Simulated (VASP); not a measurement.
# Ca (P6/mmm) in VASP: further runs

The runs below take Ca through single point, relaxation of cell and atoms, with PBE.

All numbers are computed with VASP 6.6.1; they aren't measurements. Logs are shortened: lines on timing, memory, paths and dates and some standing lists are left out, and cuts for length are marked.

**1. The cell of the first run**

The structure is hexagonal, space group P6/mmm (No. 191). The conventional cell has a = 6.075 Å, b = 6.075 Å, c = 3.591 Å, α = 90.00°, β = 90.00°, γ = 120.00°. Within 4.7 Å of Ca (site symmetry 6/mmm) lie 14 Ca at 3.59 to 3.94 Å. Within 4.6 Å of Ca (site symmetry -6m2) lie 11 Ca at 3.51 to 3.94 Å.

This isn't the form of Ca at room conditions, which is fcc.

**2. Single point, PBE**

Input file INCAR:

```
ALGO = Normal
EDIFF = 1E-6
ENCUT = 520
GGA = PE
ISIF = 2
ISMEAR = -1
LASPH = T
LCHARG = T
LELF = T
LREAL = F
LVHAR = T
LWAVE = F
NBANDS = 22
NELM = 80
PREC = Accurate
SIGMA = 0.08
```

Input file KPOINTS:

```
k-points
0
Gamma
  6 6 9
```

Input file POSCAR:

```
Ca
1.0
    6.0746979975      0.0000000000      0.0000000000
   -3.0373489987      5.2608427861      0.0000000000
    0.0000000000      0.0000000000      3.5914739857
Ca
3
Direct
    0.0000000000      0.0000000000      0.0000000000
    0.3333333333      0.6666666667      0.5000000000
    0.6666666667      0.3333333333      0.5000000000
```

Potentials or basis: VASP PAW PBE potentials, release 64 (Ca_sv).

On the command line:

```sh
cat potpaw_PBE.64/Ca_sv/POTCAR > POTCAR
mpirun -np 1 vasp_std > vasp.out
```

OUTCAR:

```text
EDIFF = 1E-6
   ENCUT = 520
   GGA = PE
   ISIF = 2
   ISMEAR = -1
   LASPH = T
   LREAL = F
   NELM = 80
   PREC = Accurate

 ion  position               nearest neighbor table
   1  0.000  0.000  0.000-
   2  0.333  0.667  0.500-
   3  0.667  0.333  0.500-

  LATTYP: Found a hexagonal cell.
 ALAT       =     6.0746979975
 C/A-ratio  =     0.5912185243

  Lattice vectors:

 A1 = (   6.0746979975,   0.0000000000,   0.0000000000)
 A2 = (  -3.0373489987,   5.2608427861,   0.0000000000)
 A3 = (   0.0000000000,   0.0000000000,   3.5914739857)

Analysis of symmetry for initial positions (statically):
=====================================================================
 Subroutine PRICEL returns:
 Original cell was already a primitive cell.

 Routine SETGRP: Setting up the symmetry group for a
 hexagonal supercell.

 Subroutine GETGRP returns: Found 24 space group operations
 (whereof 24 operations were pure point group operations)
 out of a pool of 24 trial point group operations.

The static configuration has the point symmetry D_6h.

Analysis of symmetry for dynamics (positions and initial velocities):
=====================================================================
 Subroutine PRICEL returns:
 Original cell was already a primitive cell.

 Routine SETGRP: Setting up the symmetry group for a
 hexagonal supercell.

 Subroutine GETGRP returns: Found 24 space group operations
 (whereof 24 operations were pure point group operations)
 out of a pool of 24 trial point group operations.

The dynamic configuration has the point symmetry D_6h.

 Subroutine INISYM returns: Found 24 space group operations
 (whereof 24 operations are pure point group operations),
 and found     1 'primitive' translations

----------------------------------------------------------------------------------------

                                     Primitive cell

  volume of cell :     114.7764

  direct lattice vectors                    reciprocal lattice vectors
     6.074697998  0.000000000  0.000000000     0.164617237  0.095041806  0.000000000
    -3.037348999  5.260842786  0.000000000     0.000000000  0.190083612  0.000000000
     0.000000000  0.000000000  3.591473986     0.000000000  0.000000000  0.278437211

  length of vectors
     6.074697998  6.074697997  3.591473986     0.190083612  0.190083612  0.278437211

  position of ions in fractional coordinates (direct lattice)
     0.000000000  0.000000000  0.000000000
     0.333333333  0.666666667  0.500000000
     0.666666667  0.333333333  0.500000000

  ion indices of the primitive-cell ions
   primitive index   ion index
                 1           1
                 2           2
                 3           3

----------------------------------------------------------------------------------------

 KPOINTS: k-points

Automatic generation of k-mesh.
 Grid dimensions read from file:
 generate k-points for:    6    6    9

 Generating k-lattice:

  Cartesian coordinates                     Fractional coordinates (reciprocal lattice)
     0.027436206  0.015840301  0.000000000     0.166666667  0.000000000  0.000000000
     0.000000000  0.031680602  0.000000000     0.000000000  0.166666667  0.000000000
     0.000000000  0.000000000  0.030937468     0.000000000  0.000000000  0.111111111

  Length of vectors
     0.031680602  0.031680602  0.030937468

  Shift w.r.t. Gamma in fractional coordinates (k-lattice)
     0.000000000  0.000000000  0.000000000

 Subroutine IBZKPT returns following result:
 ===========================================

 Found     35 irreducible k-points:

 Following reciprocal coordinates:
            Coordinates               Weight
  0.000000  0.000000  0.000000      1.000000
  0.166667 -0.000000  0.000000      6.000000
  0.333333 -0.000000  0.000000      6.000000
  0.500000 -0.000000  0.000000      3.000000
  0.166667  0.166667  0.000000      6.000000
  0.333333  0.166667  0.000000     12.000000
[... 16 lines left out ...]
  0.166667 -0.000000  0.333333     12.000000
  0.333333 -0.000000  0.333333     12.000000
 [... further k-points ...]
   k-points           NKPTS =     35   k-points in BZ     NKDIM =     35   number of bands    NBANDS=     22
   number of dos      NEDOS =    301   number of ions     NIONS =      3
   total plane-waves  NPLWV =  64512
   dimension x,y,z NGX =    48 NGY =   48 NGZ =   28
   dimension x,y,z NGXF=    96 NGYF=   96 NGZF=   56
   ions per type =               3
   NGX,Y,Z   is equivalent  to a cutoff of  13.14, 13.14, 12.96 a.u.
   NGXF,Y,Z  is equivalent  to a cutoff of  26.27, 26.27, 25.92 a.u.
 SYSTEM =  unknown system
   PREC   = accura    normal or accurate (medium, high low for compatibility)
   ISTART =      0    job   : 0-new  1-cont  2-samecut
   ICHARG =      2    charge: 1-file 2-atom 10-const
   ISPIN  =      1    spin polarized calculation?
   LNONCOLLINEAR =      F non collinear calculations
   LSORBIT =      F    spin-orbit coupling
   LASPH  =      T    aspherical Exc in radial PAW
   ENCUT  =  520.0 eV  38.22 Ry    6.18 a.u.  11.29 11.29  6.68*2*pi/ulx,y,z
   NELM   =     80;   NELMIN=  2; NELMDL= -5     # of ELM steps
   EDIFF  = 0.1E-05   stopping-criterion for ELM
   LREAL  =      F    real-space projection
   EDIFFG = 0.1E-04   stopping-criterion for IOM
   NSW    =      0    number of steps for IOM
   IBRION =     -1    ionic relax: 0-MD 1-quasi-New 2-CG
   NFREE  =      0    steps in history (QN), initial steepest desc. (CG)
   ISIF   =      2    stress and relaxation
   ISYM   =      2    0-nonsym 1-usesym 2-fastsym
   POTIM  = 0.5000    time-step for ionic-motion
   TEBEG  =    0.0;   TEEND  =   0.0 temperature during run
   PSTRESS=    0.0 pullay stress
   NELECT =      30.0000    total number of electrons
   NUPDOWN=      -1.0000    fix difference up-down
   EMIN   =  10.00;   EMAX   =-10.00  energy-range for DOS
   EFERMI =   0.00;   METHOD = LEGACY
   ISMEAR =    -1;   SIGMA  =   0.08  broadening in eV -4-tet -1-fermi 0-gaus
   EFERMI_NEDOS =   21; number of points for ismear=-14 and -15
   IALGO  =     38    algorithm
   IMIX   =      4    mixing-type and parameters
     AMIX     =   0.40;   BMIX     =  1.00
     AMIX_MAG =   1.60;   BMIX_MAG =  1.00
  volume/ion in A,a.u.               =      38.26       258.18
  Fermi-wavevector in a.u.,A,eV,Ry     =   1.046721  1.978016 14.906886  1.095625
  Thomas-Fermi vector in A             =   2.181571
   LORBIT       =      0    0 simple, 1 ext, 2 COOP (PROOUT), +10 PAW based schemes
   GGA     = PE    functional components
   LHFCALC =     F    Hartree Fock is set to
   AEXX    =    0.0000 exact exchange contribution
   IVDW    =     0    specifies the selected vdW correction
   LEPSILON=     F    determine dielectric tensor
   LRPA    =     F    only Hartree local field effects (RPA)
 non-spin polarized calculation
  energy-cutoff  :      520.00
  volume of cell :      114.78
 maximum number of plane-waves:      3121
 NGX is ok and might be reduce to    48
   NGX = 23   NGY = 23   NGZ = 13

 number of electron      30.0000006 magnetization

 Free energy of the ion-electron system (eV)
  ---------------------------------------------------
  ext. energy  EPLUGINS =         0.00000000
  ---------------------------------------------------
  free energy    TOTEN  =        -5.59045124 eV

  energy without entropy =       -5.48326300  energy(sigma->0) =       -5.53685712

 E-fermi :   2.3994     XC(G=0):  -8.0427

 val. band max:        2.3953709752   @ k =   0.3333  -0.0000   0.1111
 cond. band min:       2.4003396145   @ k =   0.5000  -0.0000   0.3333
 fundamental gap:      0.0049686393
 Fermi energy:         2.3994035874

 k-point     1 :       0.0000    0.0000    0.0000
  band No.  band energies     occupation
      1     -39.4614      2.00000
      2     -39.4325      2.00000
      3     -39.3783      2.00000
      4     -20.5347      2.00000
      5     -20.5347      2.00000
      6     -20.4288      2.00000
[... 14 lines left out ...]
     21       5.1112      0.00000
     22       5.1112      0.00000

 k-point     2 :       0.1667   -0.0000    0.0000
  band No.  band energies     occupation
      1     -39.4595      2.00000
      2     -39.4341      2.00000
      3     -39.3785      2.00000
      4     -20.5434      2.00000
      5     -20.5328      2.00000
      6     -20.4176      2.00000
[... 14 lines left out ...]
     21       4.9011      0.00000
     22       5.2386      0.00000

 k-point     3 :       0.3333   -0.0000    0.0000
  band No.  band energies     occupation
      1     -39.4548      2.00000
      2     -39.4384      2.00000
      3     -39.3789      2.00000
      4     -20.5575      2.00000
      5     -20.5181      2.00000
      6     -20.4162      2.00000
[... 14 lines left out ...]
     21       4.3912      0.00000
     22       5.2319      0.00000

 k-point     4 :       0.5000   -0.0000    0.0000
  band No.  band energies     occupation
      1     -39.4511      2.00000
      2     -39.4419      2.00000
      3     -39.3791      2.00000
      4     -20.5635      2.00000
      5     -20.4998      2.00000
      6     -20.4372      2.00000
[... 14 lines left out ...]
     21       4.2470      0.00000
     22       5.1638      0.00000

 k-point     5 :       0.1667    0.1667    0.0000
  band No.  band energies     occupation
      1     -39.4562      2.00000
      2     -39.4371      2.00000
      3     -39.3788      2.00000
      4     -20.5510      2.00000
      5     -20.5269      2.00000
      6     -20.4142      2.00000
[... 417 lines left out ...]
 k-point    22 :       0.0000    0.0000    0.3333
  band No.  band energies     occupation
      1     -39.4502      2.00000
      2     -39.4225      2.00000
      3     -39.3686      2.00000
      4     -20.5191      2.00000
      5     -20.5191      2.00000
      6     -20.5039      2.00000
[... 14 lines left out ...]
     21       4.7349      0.00000
     22       4.7349      0.00000

 k-point    23 :       0.1667   -0.0000    0.3333
  band No.  band energies     occupation
      1     -39.4485      2.00000
      2     -39.4241      2.00000
      3     -39.3686      2.00000
      4     -20.5235      2.00000
      5     -20.5152      2.00000
      6     -20.5028      2.00000
[... 14 lines left out ...]
     21       4.7123      0.00000
     22       4.7201      0.00000

 k-point    24 :       0.3333   -0.0000    0.3333
  band No.  band energies     occupation
      1     -39.4442      2.00000
      2     -39.4283      2.00000
      3     -39.3687      2.00000
      4     -20.5315      2.00000
      5     -20.5123      2.00000
      6     -20.4987      2.00000
[... 14 lines left out ...]
     21       4.5509      0.00000
     22       4.6869      0.00000

 [... further k-points ...]

------------------------ aborting loop because EDIFF is reached ----------------------------------------

  FORCE on cell =-STRESS in cart. coord.  units (eV):
  Direction    XX          YY          ZZ          XY          YZ          ZX
  --------------------------------------------------------------------------------------
  -------------------------------------------------------------------------------------
  Total        1.5962703      1.5962703      1.5843750      0.0000000      0.0000000      0.0000000
  in kB       22.2825186     22.2825186     22.1164704      0.0000000      0.0000000      0.0000000
  external PRESSURE =      22.2271692 kB  Pullay stress =       0.0000000 kB

 VOLUME and BASIS-vectors are now :
 -----------------------------------------------------------------------------
  energy-cutoff  :      520.00
  volume of cell :      114.78
      direct lattice vectors                 reciprocal lattice vectors
     6.074697998  0.000000000  0.000000000     0.164617237  0.095041806  0.000000000
    -3.037348999  5.260842786  0.000000000     0.000000000  0.190083612  0.000000000
     0.000000000  0.000000000  3.591473986     0.000000000  0.000000000  0.278437211

 POSITION                                       TOTAL-FORCE (eV/Angst)
 -----------------------------------------------------------------------------------
      0.00000      0.00000      0.00000        -0.000000      0.000000      0.000000
     -0.00000      3.50723      1.79574         0.000000     -0.000000     -0.000000
      3.03735      1.75361      1.79574        -0.000000      0.000000      0.000000
 -----------------------------------------------------------------------------------
    total drift:                               -0.000000      0.000000     -0.000000

  FREE ENERGIE OF THE ION-ELECTRON SYSTEM (eV)
  ---------------------------------------------------
  free  energy   TOTEN  =        -5.5904512407 eV

  energy  without entropy=       -5.4832630033  energy(sigma->0) =       -5.53685712
```

Run time: 54 s. Hardware: 1 thread of Intel Xeon Platinum 8488C (Sapphire Rapids), shared host; peak memory 0.25 GiB.

Results:

```
Free energy            : -5.5905 eV
Pressure               : 2.2 GPa
Band gap on the k mesh : zero (bands 15 and 16 overlap by 0.20 eV)
```

Levels at points of the mesh, in eV from the Fermi level:
```
           k point  band 13  band 14  band 15  band 16  band 17  band 18
(0.00, 0.00, 0.00)    -4.23     0.06     0.12     0.12     0.16     0.16
(0.50, 0.00, 0.00)    -2.76    -2.72    -0.99     0.00     1.20     1.39
```

(Continued in part 2 of 2.)
